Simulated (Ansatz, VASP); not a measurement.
# Fe: VASP beside Ansatz

Contents of INCAR:

```
  PREC = Accurate
  ENCUT = 600
  EDIFF = 1E-6
  ISMEAR = -1
  SIGMA = 0.05
  LREAL = F
  LASPH = T
  NELM = 150
  ALGO = Normal
  ISIF = 3
  LWAVE = F
  LCHARG = F
  ISPIN = 2
  MAGMOM = 2.5
  LORBIT = 11
  LMAXMIX = 4
  GGA = B5
  ALDAX = 1.0
  AGGAX = 1.0
  AGGAC = 1.0
  ALDAC = 0.0
  IBRION = 2
  NSW = 80
  EDIFFG = -0.01
```

Contents of KPOINTS:

```
regular mesh
0
Gamma
  13 13 13
```

Contents of POSCAR:

```
Fe
1.0
    2.3342634294      0.0000000000      0.0000000000
    0.0000000000      2.3342634294      0.0000000000
    0.0000000000      0.0000000000      2.3342634294
Fe
1
Direct
    0.0000000000      0.0000000000      0.0000000000
```

Input for Ansatz:

```yaml
crystal:
  lattice:
    - [2.3342634294, 0.0, 0.0]
    - [0.0, 2.3342634294, 0.0]
    - [0.0, 0.0, 2.3342634294]
  atoms:
    - { symbol: Fe, position: [0.0, 0.0, 0.0], spin: 2.5 }
hamiltonian:
  xc: blyp
  pseudopotentials:
    kind: paw
    azcp:
      Fe: "pseudopotentials/Fe.paw.azcp"
basis:
  ecutwfc: 420
  fft_grid_basis: typed
kpoints:
  mp_grid: { grid: [13, 13, 13], shift: [0, 0, 0] }
magnetization:
  spin_polarized: true
scf:
  occupations: { method: fermi_dirac, width: 0.05 }
relax:
  max_steps: 60
  f_tol: 0.01
  cell: {}
```

Alike in both runs: task relaxation of cell and atoms; functional BLYP; k mesh 13 × 13 × 13; occupations fermi-dirac, width 0.05 eV; collinear spin.

|  | VASP | Ansatz |
| --- | --- | --- |
| version | VASP 6.6.1 | Ansatz 0.2.0 |
| potentials or method | VASP PAW PBE potentials, release 64 (Fe), cutoff 600 eV | plane waves (420 eV) with PAW, scalar-relativistic |
| valence electrons in the cell | 8 | 16 |

```tsv
	VASP	Ansatz	Ansatz less VASP
net moment per atom (μB)	2.44	2.44	0.000
size of the moment on the site where the two differ most (μB)	2.42	2.41	-0.006
relaxed volume (Å³/atom)	13.93	13.93	0.000
relaxed cell length with the largest relative difference (Å)	2.406	2.406	0.0000
```

VASP's potentials were made for PBE, not for BLYP. Site moments also hang on the region over which each program counts them. VASP's potentials hold 8 valence electrons a cell and Ansatz's 16, so a difference there can come from the potentials and not from the codes.
